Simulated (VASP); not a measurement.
# Al (P6_3/mmc) in VASP: a series of runs, part 2 of 2

VASP 6.6.1. Earlier steps stand in the parts before.

## (4) Single point, LDA (16.50 Å³/atom)

This run uses another cell than the first one, of 16.50 Å³/atom.

File INCAR:

```
SYSTEM = Al
PREC = Accurate
ENCUT = 520
EDIFF = 1E-6
ISMEAR = -1
SIGMA = 0.1
LREAL = .FALSE.
LASPH = .TRUE.
NELM = 100
ALGO = Normal
ISIF = 2
LWAVE = .FALSE.
LCHARG = .FALSE.
NBANDS = 14
```

File KPOINTS:

```
Automatic mesh
0
G
  14 14 4
  0 0 0
```

File POSCAR:

```
Al
1.0
    2.8431803593      0.0000000000      0.0000000000
   -1.4215901796      2.4622664187      0.0000000000
    0.0000000000      0.0000000000      9.4274554847
Al
4
Direct
    1.0000000000      0.0000000000      0.0000000000
    1.0000000000      1.0000000000      0.5000000000
    0.3333333333      0.6666666667      0.2500000000
    0.6666666667      0.3333333333      0.7500000000
```

Potentials or basis: VASP PAW LDA potentials, release 64 (Al).

Launch:

```bash
> cat potpaw_LDA.64/Al/POTCAR > POTCAR
> mpirun -np 1 vasp_std > vasp.out
```

OUTCAR:

```text
SYSTEM = Al
   PREC = Accurate
   ENCUT = 520
   EDIFF = 1E-6
   ISMEAR = -1
   LREAL = .FALSE.
   LASPH = .TRUE.
   NELM = 100
   ISIF = 2

 ion  position               nearest neighbor table
   1  0.000  0.000  0.000-   3 2.87   4 2.87   3 2.87   4 2.87   4 2.87   3 2.87
   2  0.000  0.000  0.500-   3 2.87   4 2.87   3 2.87   4 2.87   4 2.87   3 2.87
   3  0.333  0.667  0.250-   1 2.87   2 2.87   1 2.87   2 2.87   1 2.87   2 2.87
   4  0.667  0.333  0.750-   1 2.87   2 2.87   1 2.87   2 2.87   1 2.87   2 2.87

  LATTYP: Found a hexagonal cell.
 ALAT       =     2.8431803593
 C/A-ratio  =     3.3158133827

  Lattice vectors:

 A1 = (   2.8431803593,   0.0000000000,   0.0000000000)
 A2 = (  -1.4215901796,   2.4622664187,   0.0000000000)
 A3 = (   0.0000000000,   0.0000000000,   9.4274554847)

Analysis of symmetry for initial positions (statically):
=====================================================================
 Subroutine PRICEL returns:
 Original cell was already a primitive cell.

 Routine SETGRP: Setting up the symmetry group for a
 hexagonal supercell.

 Subroutine GETGRP returns: Found 24 space group operations
 (whereof 12 operations were pure point group operations)
 out of a pool of 24 trial point group operations.

The static configuration has the point symmetry D_3d.
 The point group associated with its full space group is D_6h.

Analysis of symmetry for dynamics (positions and initial velocities):
=====================================================================
 Subroutine PRICEL returns:
 Original cell was already a primitive cell.

 Routine SETGRP: Setting up the symmetry group for a
 hexagonal supercell.

 Subroutine GETGRP returns: Found 24 space group operations
 (whereof 12 operations were pure point group operations)
 out of a pool of 24 trial point group operations.

The dynamic configuration has the point symmetry D_3d.
 The point group associated with its full space group is D_6h.

[... 133 lines left out ...]
 non-spin polarized calculation
  energy-cutoff  :      520.00
  volume of cell :       66.00
 maximum number of plane-waves:      1793
 NGX is ok and might be reduce to    24
   NGX = 11   NGY = 11   NGZ = 35

 number of electron      12.0000000 magnetization

 Free energy of the ion-electron system (eV)
  ---------------------------------------------------
  ext. energy  EPLUGINS =         0.00000000
  ---------------------------------------------------
  free energy    TOTEN  =       -16.71164564 eV

  energy without entropy =      -16.65703754  energy(sigma->0) =      -16.68434159

 E-fermi :   7.8060     XC(G=0): -10.3444

 val. band max:        7.7854731074   @ k =   0.4286   0.1429   0.2500
 cond. band min:       7.8637395721   @ k =   0.2857   0.0714   0.5000
 fundamental gap:      0.0782664647
 Fermi energy:         7.8059597786

 k-point     1 :       0.0000    0.0000    0.0000
  band No.  band energies     occupation
      1      -3.3103      2.00000
      2      -1.6618      2.00000
      3      -1.6551      2.00000
      4       3.1658      2.00000
      5       3.2101      2.00000
      6      10.9314      0.00000
      7      10.9422      0.00000
      8      18.5745      0.00000
      9      18.5745      0.00000
     10      18.7790      0.00000
     11      18.7790      0.00000
     12      19.7678      0.00000
     13      19.7714      0.00000
     14      19.9339      0.00000
[... 377 lines left out ...]
      1       4.0107      2.00000
      2       4.1099      2.00000
      3       5.2436      2.00000
      4       5.3706      2.00000
      5       5.6866      2.00000
      6       5.8225      2.00000
      7       5.9953      2.00000
      8       7.3642      1.97616
      9       7.4127      1.96158
     10       9.9464      0.00000
     11      10.5047      0.00000
     12      10.5953      0.00000
     13      10.8684      0.00000
     14      11.9830      0.00000

 [... further k-points ...]

------------------------ aborting loop because EDIFF is reached ----------------------------------------

  FORCE on cell =-STRESS in cart. coord.  units (eV):
  Direction    XX          YY          ZZ          XY          YZ          ZX
  --------------------------------------------------------------------------------------
  -------------------------------------------------------------------------------------
  Total       -1.2853852     -1.2853852     -1.0585081     -0.0000000      0.0000000      0.0000000
  in kB      -31.2039758    -31.2039758    -25.6963127     -0.0000000      0.0000000      0.0000000
  external PRESSURE =     -29.3680881 kB  Pullay stress =       0.0000000 kB

 VOLUME and BASIS-vectors are now :
 -----------------------------------------------------------------------------
  energy-cutoff  :      520.00
  volume of cell :       66.00
      direct lattice vectors                 reciprocal lattice vectors
     2.843180359  0.000000000  0.000000000     0.351718806  0.203064947  0.000000000
    -1.421590180  2.462266419  0.000000000     0.000000000  0.406129894  0.000000000
     0.000000000  0.000000000  9.427455485     0.000000000  0.000000000  0.106073161

 POSITION                                       TOTAL-FORCE (eV/Angst)
 -----------------------------------------------------------------------------------
      0.00000      0.00000      0.00000         0.000000      0.000000     -0.000000
      0.00000      0.00000      4.71373         0.000000      0.000000     -0.000000
     -0.00000      1.64151      2.35686        -0.000000      0.000000     -0.000000
      1.42159      0.82076      7.07059         0.000000     -0.000000      0.000000
 -----------------------------------------------------------------------------------
    total drift:                               -0.000000      0.000000      0.000000

  FREE ENERGIE OF THE ION-ELECTRON SYSTEM (eV)
  ---------------------------------------------------
  free  energy   TOTEN  =       -16.7116456426 eV

  energy  without entropy=      -16.6570375422  energy(sigma->0) =      -16.68434159
```

OSZICAR:

```text
N       E                     dE             d eps       ncg     rms          rms(c)
DAV:   1     0.508904137305E+01    0.50890E+01   -0.41033E+03  2016   0.657E+02
DAV:   2    -0.161540767752E+02   -0.21243E+02   -0.19563E+02  2622   0.905E+01
DAV:   3    -0.168257283674E+02   -0.67165E+00   -0.66405E+00  2708   0.128E+01
DAV:   4    -0.168296794694E+02   -0.39511E-02   -0.39501E-02  2472   0.124E+00
DAV:   5    -0.168297061422E+02   -0.26673E-04   -0.26673E-04  2670   0.103E-01    0.270E+00
DAV:   6    -0.167578091205E+02    0.71897E-01   -0.99500E-03  2316   0.475E-01    0.152E+00
DAV:   7    -0.167123743986E+02    0.45435E-01   -0.20597E-02  2370   0.669E-01    0.238E-01
DAV:   8    -0.167116519494E+02    0.72245E-03   -0.45724E-04  2774   0.107E-01    0.231E-02
DAV:   9    -0.167116457365E+02    0.62129E-05   -0.14489E-05  2514   0.188E-02    0.339E-03
DAV:  10    -0.167116456426E+02    0.93856E-07   -0.44450E-07  1770   0.402E-03
   1 F= -.16711646E+02 E0= -.16684342E+02  d E =-.546081E-01
```

stdout:

```text
POSCAR found type information on POSCAR Al
 POSCAR found :  1 types and       4 ions
 scaLAPACK will be used
 LDA part: xc-table for (Slater(with rela. corr.)+CA(PZ))
 , standard interpolation
 POSCAR, INCAR and KPOINTS ok, starting setup
 FFT: planning ... GRIDC
 FFT: planning ... GRID_SOFT
 FFT: planning ... GRID
 WAVECAR not read
 entering main loop
```

Run time: 35 s. Hardware: 1 thread of Intel Xeon 6455B, shared host; peak memory 0.18 GiB.

Results:

| Quantity | Value |
| --- | --- |
| Free energy | -16.7116 eV |
| Pressure | -2.9 GPa |
| Band gap on the k mesh | zero (bands 6 and 7 overlap by 5.48 eV) |

## (5) Single point, LDA (17.13 Å³/atom)

This run uses another cell than the first one, of 17.13 Å³/atom.

File INCAR:

```
SYSTEM = Al
PREC = Accurate ; ENCUT = 520
EDIFF = 1E-6 ; ISMEAR = -1
SIGMA = 0.1 ; LREAL = .False.
LASPH = .True. ; NELM = 100
ALGO = Normal ; ISIF = 2
LWAVE = .False. ; LCHARG = .True.
LELF = .True. ; LVHAR = .True.
NBANDS = 14
```

File KPOINTS:

```
Automatic mesh
0
Gamma
  14 14 4
  0 0 0
```

File POSCAR:

```
Al
1.0
    2.8791738051      0.0000000000      0.0000000000
   -1.4395869025      2.4934376571      0.0000000000
    0.0000000000      0.0000000000      9.5468030340
Al
4
Direct
    1.0000000000      0.0000000000      0.0000000000
    1.0000000000      1.0000000000      0.5000000000
    0.3333333333      0.6666666667      0.2500000000
    0.6666666667      0.3333333333      0.7500000000
```

Potentials or basis: VASP PAW LDA potentials, release 64 (Al).

Launch:

```bash
> cat potpaw_LDA.64/Al/POTCAR > POTCAR
> mpirun -np 1 vasp_std > vasp.out
```

OUTCAR:

```text
SYSTEM = Al
   PREC = Accurate
   ENCUT = 520
   EDIFF = 1E-6
   ISMEAR = -1
   LREAL = .False.
   LASPH = .True.
   NELM = 100
   ISIF = 2

 ion  position               nearest neighbor table
   1  0.000  0.000  0.000-   3 2.91   4 2.91   3 2.91   4 2.91   4 2.91   3 2.91
   2  0.000  0.000  0.500-   3 2.91   4 2.91   3 2.91   4 2.91   4 2.91   3 2.91
   3  0.333  0.667  0.250-   1 2.91   2 2.91   1 2.91   2 2.91   1 2.91   2 2.91
   4  0.667  0.333  0.750-   1 2.91   2 2.91   1 2.91   2 2.91   1 2.91   2 2.91

  LATTYP: Found a hexagonal cell.
 ALAT       =     2.8791738051
 C/A-ratio  =     3.3158133827

  Lattice vectors:

 A1 = (   2.8791738051,   0.0000000000,   0.0000000000)
 A2 = (  -1.4395869025,   2.4934376571,   0.0000000000)
 A3 = (   0.0000000000,   0.0000000000,   9.5468030340)

Analysis of symmetry for initial positions (statically):
=====================================================================
 Subroutine PRICEL returns:
 Original cell was already a primitive cell.

 Routine SETGRP: Setting up the symmetry group for a
 hexagonal supercell.

 Subroutine GETGRP returns: Found 24 space group operations
[... 190 lines left out ...]
     11      18.1288      0.00000
     12      19.1717      0.00000
     13      19.1826      0.00000
     14      19.2834      0.00000
[... 377 lines left out ...]
      1       3.7011      2.00000
      2       3.8221      2.00000
      3       4.9420      2.00000
      4       5.0805      2.00000
      5       5.3543      2.00000
      6       5.4637      2.00000
      7       5.6387      2.00000
      8       6.9874      1.97364
      9       6.9895      1.97307
     10       9.5416      0.00000
     11       9.9634      0.00000
     12      10.2143      0.00000
     13      10.2926      0.00000
     14      11.5564      0.00000

 [... further k-points ...]

------------------------ aborting loop because EDIFF is reached ----------------------------------------

  FORCE on cell =-STRESS in cart. coord.  units (eV):
  Direction    XX          YY          ZZ          XY          YZ          ZX
  --------------------------------------------------------------------------------------
  -------------------------------------------------------------------------------------
  Total       -2.3800224     -2.3800224     -2.0697073     -0.0000000      0.0000000      0.0000000
  in kB      -55.6374562    -55.6374562    -48.3832633     -0.0000000      0.0000000      0.0000000
  external PRESSURE =     -53.2193919 kB  Pullay stress =       0.0000000 kB

 VOLUME and BASIS-vectors are now :
 -----------------------------------------------------------------------------
  energy-cutoff  :      520.00
  volume of cell :       68.54
      direct lattice vectors                 reciprocal lattice vectors
     2.879173805  0.000000000  0.000000000     0.347321860  0.200526369  0.000000000
    -1.439586903  2.493437657  0.000000000     0.000000000  0.401052738  0.000000000
     0.000000000  0.000000000  9.546803034     0.000000000  0.000000000  0.104747107

 POSITION                                       TOTAL-FORCE (eV/Angst)
 -----------------------------------------------------------------------------------
      0.00000      0.00000      0.00000        -0.000000     -0.000000     -0.000000
      0.00000      0.00000      4.77340        -0.000000     -0.000000     -0.000000
     -0.00000      1.66229      2.38670         0.000000      0.000000      0.000000
      1.43959      0.83115      7.16010        -0.000000      0.000000     -0.000000
 -----------------------------------------------------------------------------------
    total drift:                               -0.000000      0.000000      0.000000

  FREE ENERGIE OF THE ION-ELECTRON SYSTEM (eV)
  ---------------------------------------------------
  free  energy   TOTEN  =       -16.6455977853 eV

  energy  without entropy=      -16.5883899394  energy(sigma->0) =      -16.61699386
```

stdout:

```text
POSCAR found type information on POSCAR Al
 POSCAR found :  1 types and       4 ions
 scaLAPACK will be used
 LDA part: xc-table for (Slater(with rela. corr.)+CA(PZ))
 , standard interpolation
 POSCAR, INCAR and KPOINTS ok, starting setup
 FFT: planning ... GRIDC
 FFT: planning ... GRID_SOFT
 FFT: planning ... GRID
 WAVECAR not read
 entering main loop
```

Run time: 39 s. Hardware: 1 thread of Intel Xeon 6455B, shared host; peak memory 0.18 GiB.

What came out:

* Free energy: -16.6456 eV
* Pressure: -5.3 GPa
* Band gap on the k mesh: zero (bands 6 and 7 overlap by 5.38 eV)

Stress tensor (GPa, compression positive):
```
-5.56  0.00  0.00
 0.00 -5.56  0.00
 0.00  0.00 -4.84
```

Caveat: the cell stands under tension.

## (6) The runs side by side

```tsv
cell	gap on the mesh (eV)	pressure (GPa)
a = 2.768, b = 2.768, c = 9.179 Å, angles 90.0, 90.0, 120.0°, 4 atoms	none	3.8
a = 2.806, b = 2.806, c = 9.305 Å, angles 90.0, 90.0, 120.0°, 4 atoms	none	0.1
a = 2.843, b = 2.843, c = 9.427 Å, angles 90.0, 90.0, 120.0°, 4 atoms	none	-2.9
a = 2.879, b = 2.879, c = 9.547 Å, angles 90.0, 90.0, 120.0°, 4 atoms	none	-5.3
```

Alike in all rows: task single point; level LDA; potentials or basis VASP PAW LDA potentials, release 64 (Al); no spin polarisation; k mesh 14 × 14 × 4; cutoff (eV) 520; smearing fermi-dirac 0.1 eV.

Caveats: the cell stands under pressure (at least some runs); the cell stands under tension (at least some runs).

Absolute energies hang on the potentials; compare differences alone.
